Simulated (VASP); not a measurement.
# MgS (Fm-3m) in VASP: a series of runs

Runs on MgS. Level: r2SCAN. Tasks: relaxation of cell and atoms.

All numbers are computed with VASP 6.6.1; they aren't measurements. Logs are shortened: lines on timing, memory, paths and dates and some standing lists are left out, and cuts for length are marked.

## (1) The cell of the first run

The structure is cubic, space group Fm-3m (No. 225). The conventional cell has a = 5.203 Å, b = 5.203 Å, c = 5.203 Å, α = 90.00°, β = 90.00°, γ = 90.00°. Mg (site symmetry m-3m) has 6 S at 2.60 Å within 3.4 Å. Within 3.4 Å of S (site symmetry m-3m) lie 6 Mg at 2.60 Å.

## (2) Relaxation of cell and atoms, r2SCAN, target pressure -2 GPa, at which the enthalpy is minimised

Contents of POSCAR:

```
MgS
1.0
    2.6016500000      2.6016500000      0.0000000000
   -2.6016500000      2.6016500000      0.0000000000
    0.0000000000      2.6016500000      2.6016500000
Mg S
1 1
Direct
    0.0000000000      0.0000000000      0.0000000000
    0.5000000000      0.5000000000      0.0000000000
```

Contents of INCAR.step1:

```
SYSTEM = MgS
  PREC = Accurate
  ENCUT = 600
  ISMEAR = 0
  SIGMA = 0.01
  LREAL = .FALSE.
  LASPH = .TRUE.
  NELM = 80
  GGA = PE
  ALGO = Normal
  EDIFF = 1E-4
  LWAVE = .TRUE.
  LCHARG = .FALSE.
```

Contents of INCAR.step2:

```
SYSTEM = MgS
  PREC = Accurate
  ENCUT = 600
  EDIFF = 1E-7
  ISMEAR = 0
  SIGMA = 0.01
  LREAL = .FALSE.
  LASPH = .TRUE.
  NELM = 80
  ALGO = Normal
  ISIF = 3
  LWAVE = .FALSE.
  LCHARG = .FALSE.
  METAGGA = R2SCAN
  LMIXTAU = .TRUE.
  IBRION = 2
  NSW = 100
  EDIFFG = -0.002
  PSTRESS = -20.0
  ISTART = 1
```

Contents of KPOINTS:

```
regular mesh
0
G
  8 8 8
  0 0 0
```

Potentials or basis: VASP PAW PBE potentials, release 64 (Mg, S).

The run is started by

```bash
cat potpaw_PBE.64/Mg/POTCAR potpaw_PBE.64/S/POTCAR > POTCAR
cp INCAR.step1 INCAR
mpirun -np 1 vasp_std > vasp.out
cp INCAR.step2 INCAR
mpirun -np 1 vasp_std > vasp.out
```

OUTCAR:

```text
SYSTEM = MgS
   PREC = Accurate
   ENCUT = 600
   EDIFF = 1E-7
   ISMEAR = 0
   LREAL = .FALSE.
   LASPH = .TRUE.
   NELM = 80
   ISIF = 3
   METAGGA = R2SCAN
   IBRION = 2
   NSW = 100
   EDIFFG = -0.002
   PSTRESS = -20.0
   ISTART = 1

 ion  position               nearest neighbor table
   1  0.000  0.000  0.000-   2 2.60   2 2.60   2 2.60   2 2.60   2 2.60   2 2.60
   2  0.500  0.500  0.000-   1 2.60   1 2.60   1 2.60   1 2.60   1 2.60   1 2.60

  LATTYP: Found a face centered cubic cell.
 ALAT       =     5.2033000000

  Lattice vectors:

 A1 = (   0.0000000000,   2.6016500000,   2.6016500000)
 A2 = (   2.6016500000,   0.0000000000,   2.6016500000)
 A3 = (   2.6016500000,   2.6016500000,   0.0000000000)

Analysis of symmetry for initial positions (statically):
=====================================================================
 Subroutine PRICEL returns:
 Original cell was already a primitive cell.

 Routine SETGRP: Setting up the symmetry group for a
 face centered cubic supercell.

 Subroutine GETGRP returns: Found 48 space group operations
 (whereof 48 operations were pure point group operations)
 out of a pool of 48 trial point group operations.

The static configuration has the point symmetry O_h .

Analysis of symmetry for dynamics (positions and initial velocities):
=====================================================================
 Subroutine PRICEL returns:
 Original cell was already a primitive cell.

 Routine SETGRP: Setting up the symmetry group for a
 face centered cubic supercell.

 Subroutine GETGRP returns: Found 48 space group operations
 (whereof 48 operations were pure point group operations)
 out of a pool of 48 trial point group operations.

The dynamic configuration has the point symmetry O_h .

 Subroutine INISYM returns: Found 48 space group operations
 (whereof 48 operations are pure point group operations),
 and found     1 'primitive' translations

----------------------------------------------------------------------------------------

                                     Primitive cell

  volume of cell :      35.2190

  direct lattice vectors                    reciprocal lattice vectors
     2.601650000  2.601650000  0.000000000     0.192185728  0.192185728 -0.192185728
    -2.601650000  2.601650000  0.000000000    -0.192185728  0.192185728 -0.192185728
     0.000000000  2.601650000  2.601650000     0.000000000  0.000000000  0.384371457

  length of vectors
[... 99 lines left out ...]
   IALGO  =     38    algorithm
   IMIX   =      4    mixing-type and parameters
     AMIX     =   0.40;   BMIX     =  1.00
     AMIX_MAG =   1.60;   BMIX_MAG =  1.00
  volume/ion in A,a.u.               =      17.61       118.83
  Fermi-wavevector in a.u.,A,eV,Ry     =   0.998878  1.887606 13.575323  0.997758
  Thomas-Fermi vector in A             =   2.131131
   LORBIT       =      0    0 simple, 1 ext, 2 COOP (PROOUT), +10 PAW based schemes
   METAGGA = R2SCAN    functional components
   LHFCALC =     F    Hartree Fock is set to
   AEXX    =    0.0000 exact exchange contribution
   IVDW    =     0    specifies the selected vdW correction
   LEPSILON=     F    determine dielectric tensor
   LRPA    =     F    only Hartree local field effects (RPA)
 conjugate gradient relaxation of ions
 non-spin polarized calculation
 Gauss-broadening in eV      SIGMA  =   0.01
  energy-cutoff  :      600.00
  volume of cell :       35.22
 maximum number of plane-waves:      1211
 NGX is ok and might be reduce to    30
   NGX = 15   NGY = 15   NGZ = 15

--------------------------------------- Ionic step        1  -------------------------------------------

 number of electron       7.9999999 magnetization

 Free energy of the ion-electron system (eV)
  ---------------------------------------------------
  ext. energy  EPLUGINS =         0.00000000
  ---------------------------------------------------
  free energy    TOTEN  =       -15.51097877 eV

  energy without entropy =      -15.51097877  energy(sigma->0) =      -15.51097877

------------------------ aborting loop because EDIFF is reached ----------------------------------------

  FORCE on cell =-STRESS in cart. coord.  units (eV):
  Direction    XX          YY          ZZ          XY          YZ          ZX
  --------------------------------------------------------------------------------------
  -------------------------------------------------------------------------------------
  Total       -0.0991209     -0.0991209     -0.0991209     -0.0000000     -0.0000000      0.0000000
  in kB       -4.5091985     -4.5091985     -4.5091985     -0.0000000     -0.0000000      0.0000000
  external PRESSURE =      15.4908015 kB  Pullay stress =     -20.0000000 kB
[... 25 lines left out ...]
--------------------------------------- Ionic step        2  -------------------------------------------

 number of electron       7.9999999 magnetization

 E-fermi :   3.3887     XC(G=0):  -9.9821

 val. band max:        3.2771710935   @ k =   0.0000   0.0000   0.0000
 cond. band min:       6.6566486435   @ k =   0.5000   0.5000   0.0000
 fundamental gap:      3.3794775500
 Fermi energy:         3.3886873378

 k-point     1 :       0.0000    0.0000    0.0000
  band No.  band energies     occupation
      1      -9.7648      2.00000
      2       3.2772      2.00000
      3       3.2772      2.00000
      4       3.2772      2.00000
      5       7.6882      0.00000
      6      11.8233      0.00000
      7      11.8233      0.00000
      8      11.8233      0.00000
[... 324 lines left out ...]
  energy  without entropy=      -15.5053713058  energy(sigma->0) =      -15.50537131

  enthalpy is  TOTEN    =       -15.9540220760 eV   P V=       -0.4486507702

[... ionic steps 4 to 13 ...]

--------------------------------------- Ionic step       14  -------------------------------------------

 number of electron       7.9999999 magnetization

------------------------ aborting loop because EDIFF is reached ----------------------------------------
[... 71 lines left out ...]
--------------------------------------- Ionic step       16  -------------------------------------------

 number of electron       7.9999999 magnetization

 Free energy of the ion-electron system (eV)
  ---------------------------------------------------
  ext. energy  EPLUGINS =         0.00000000
  ---------------------------------------------------
  free energy    TOTEN  =       -15.50532458 eV

  energy without entropy =      -15.50532458  energy(sigma->0) =      -15.50532458

 E-fermi :   3.4190     XC(G=0): -10.0002

 val. band max:        3.3129785745   @ k =   0.0000   0.0000   0.0000
 cond. band min:       6.7015961236   @ k =   0.5000   0.5000   0.0000
 fundamental gap:      3.3886175491
 Fermi energy:         3.4190300279

 k-point     1 :       0.0000    0.0000    0.0000
  band No.  band energies     occupation
      1      -9.7524      2.00000
      2       3.3130      2.00000
      3       3.3130      2.00000
      4       3.3130      2.00000
      5       7.7579      0.00000
      6      11.8567      0.00000
      7      11.8567      0.00000
      8      11.8567      0.00000
[... 286 lines left out ...]
  energy  without entropy=      -15.5053245753  energy(sigma->0) =      -15.50532458

  enthalpy is  TOTEN    =       -15.9540272035 eV   P V=       -0.4487026282

 reached required accuracy - stopping structural energy minimisation
```

OUTCAR.step1:

```text
SYSTEM = MgS
   PREC = Accurate
   ENCUT = 600
   ISMEAR = 0
   LREAL = .FALSE.
   LASPH = .TRUE.
[... 486 lines left out ...]
      0.00000      0.00000      0.00000        -0.000000      0.000000      0.000000
      0.00000      2.60165      0.00000         0.000000     -0.000000      0.000000
 -----------------------------------------------------------------------------------
    total drift:                               -0.000000      0.000000      0.000000

  FREE ENERGIE OF THE ION-ELECTRON SYSTEM (eV)
  ---------------------------------------------------
  free  energy   TOTEN  =        -8.5022358072 eV

  energy  without entropy=       -8.5022358072  energy(sigma->0) =       -8.50223581
```

Wall time 2.6 min (1 thread of Intel Xeon 6975P-C (Granite Rapids), shared host); peak memory 0.18 GiB.

Results:

| Quantity | Value |
| --- | --- |
| Free energy | -15.5053 eV |
| Relaxed volume | 17.97 Å³/atom |
| Relaxed cell | a = 3.704 Å, b = 3.704 Å, c = 3.704 Å, α = 60.00°, β = 60.00°, γ = 90.00° |
| Space group after relaxing (to 0.05 Å) | Fm-3m (No. 225) |
| Energy change on relaxing (the enthalpy is what falls) | +2.8 meV/atom |
| Ionic steps | 16 |
| Pressure after relaxing | -2.0 GPa |
| Band gap on the k mesh | 3.39 eV, indirect (least direct gap 4.44 eV) |

Step by step:
```
step  energy change (eV)  largest force (eV/Å)  pressure (GPa)  volume (Å³)
   1              0.0000                0.0000           -0.45        35.22
   2              0.0077                0.0000           -2.30        36.09
   3              0.0056                0.0000           -2.02        35.94
   4              0.0054                0.0000           -1.97        35.93
   5              0.0054                0.0000           -1.96        35.93
   6              0.0054                0.0000           -1.96        35.93
   7              0.0054                0.0000           -1.97        35.93
   8              0.0054                0.0000           -1.97        35.93
   9              0.0054                0.0000           -1.97        35.93
  10              0.0054                0.0000           -1.97        35.93
  11              0.0054                0.0000           -1.97        35.93
  12              0.0055                0.0000           -1.97        35.93
  13              0.0055                0.0000           -1.97        35.93
  14              0.0055                0.0000           -1.97        35.93
  15              0.0055                0.0000           -1.97        35.94
  16              0.0057                0.0000           -2.00        35.95
```

Final structure:
```yaml
crystal:
  lattice:
    - [2.61941, 2.61941, 0.00000]
    - [-2.61941, 2.61941, 0.00000]
    - [0.00000, 2.61941, 2.61941]
  atoms:
    - { symbol: Mg, position: [0.00000, 0.00000, 0.00000] }
    - { symbol: S, position: [0.50000, 0.50000, 0.00000] }
```

Levels at points of the mesh, in eV from the valence-band top:
| k point | band 1 | band 2 | band 3 | band 4 | band 5 | band 6 | band 7 | band 8 |
| --- | --- | --- | --- | --- | --- | --- | --- | --- |
| (0.00, 0.00, 0.00) | -13.07 | 0.00 | 0.00 | 0.00 | 4.44 | 8.54 | 8.54 | 8.54 |
| (0.50, 0.00, 0.00) | -11.79 | -4.77 | -0.60 | -0.60 | 5.18 | 7.48 | 7.48 | 11.00 |
| (0.50, 0.50, 0.00) | -11.42 | -4.16 | -1.68 | -1.68 | 3.39 | 4.99 | 12.93 | 13.42 |

Caveat: the cell is relaxed towards a set pressure, so the enthalpy falls and the energy may rise; the PAW data sets were made with another functional, which shifts forces and pressure a little.

## (3) Relaxation of cell and atoms, r2SCAN, target pressure 2 GPa, at which the enthalpy is minimised

POSCAR is that of step 2.

Contents of INCAR.step1:

```
PREC = Accurate ; ENCUT = 600
ISMEAR = 0 ; SIGMA = 0.01
LREAL = False ; LASPH = True
NELM = 100 ; GGA = PE
ALGO = Normal ; EDIFF = 1E-4
LWAVE = True ; LCHARG = False
```

Contents of INCAR.step2:

```
PREC = Accurate ; ENCUT = 600
EDIFF = 1E-7 ; ISMEAR = 0
SIGMA = 0.01 ; LREAL = False
LASPH = True ; NELM = 100
ALGO = Normal ; ISIF = 3
LWAVE = False ; LCHARG = False
METAGGA = R2SCAN ; LMIXTAU = True
IBRION = 2 ; NSW = 100
EDIFFG = -0.002 ; PSTRESS = 20.0
ISTART = 1
```

Contents of KPOINTS:

```
regular mesh
0
Gamma
  8 8 8
```

Potentials or basis: VASP PAW PBE potentials, release 64 (Mg, S).

The run is started by

```bash
cat potpaw_PBE.64/Mg/POTCAR potpaw_PBE.64/S/POTCAR > POTCAR
cp INCAR.step1 INCAR
mpirun -np 1 vasp_std > vasp.out
cp INCAR.step2 INCAR
mpirun -np 1 vasp_std > vasp.out
```

Run time: 3.2 min. Hardware: 1 thread of Intel Xeon 6975P-C (Granite Rapids), shared host; peak memory 0.18 GiB.

Results (log left out):

```yaml
Free_energy: -15.5063 eV
Relaxed_volume: 17.10 Å³/atom
Relaxed_cell: a = 3.644 Å, b = 3.644 Å, c = 3.644 Å, α = 60.00°, β = 60.00°, γ = 90.00°
Space_group_after_relaxing_to_0.05_Å: Fm-3m (No. 225)
Energy_change_on_relaxing_the_enthalpy_is_what_falls: +2.3 meV/atom
Ionic_steps: 17
Pressure_after_relaxing: 2.0 GPa
Band_gap_on_the_k_mesh: 3.50 eV, indirect (least direct gap 4.87 eV)
```

The path:
```tsv
step	energy change (eV)	largest force (eV/Å)	pressure (GPa)	volume (Å³)
1	0.0000	0.0000	-0.45	35.22
2	0.0099	0.0000	2.91	33.86
3	0.0047	0.0000	2.10	34.20
4	0.0042	0.0000	1.91	34.24
5	0.0045	0.0000	1.96	34.22
6	0.0045	0.0000	1.96	34.22
7	0.0045	0.0000	1.96	34.22
8	0.0045	0.0000	1.96	34.22
9	0.0045	0.0000	1.96	34.22
10	0.0045	0.0000	1.96	34.22
11	0.0045	0.0000	1.96	34.22
12	0.0045	0.0000	1.96	34.22
13	0.0045	0.0000	1.96	34.22
14	0.0045	0.0000	1.97	34.22
15	0.0045	0.0000	1.97	34.22
16	0.0046	0.0000	1.98	34.21
17	0.0046	0.0000	2.00	34.21
```

Final structure:
```
Mg S
1.0
     2.57645    2.57645    0.00000
    -2.57645    2.57645    0.00000
     0.00000    2.57645    2.57645
Mg S
1 1
Direct
  0.00000 0.00000 0.00000
  0.50000 0.50000 0.00000
```

Levels at points of the mesh, in eV from the valence-band top:
```tsv
k point	band 1	band 2	band 3	band 4	band 5	band 6	band 7	band 8
(0.00, 0.00, 0.00)	-13.36	0.00	0.00	0.00	4.87	8.51	8.51	8.51
(0.50, 0.00, 0.00)	-11.95	-5.04	-0.66	-0.66	5.26	7.54	7.54	11.57
(0.50, 0.50, 0.00)	-11.54	-4.43	-1.80	-1.80	3.50	4.83	13.45	13.57
```

Caveat: the cell is relaxed towards a set pressure, so the enthalpy falls and the energy may rise; the PAW data sets were made with another functional, which shifts forces and pressure a little. r2SCAN opens gaps a little over a GGA but as a rule still falls short of measured ones.
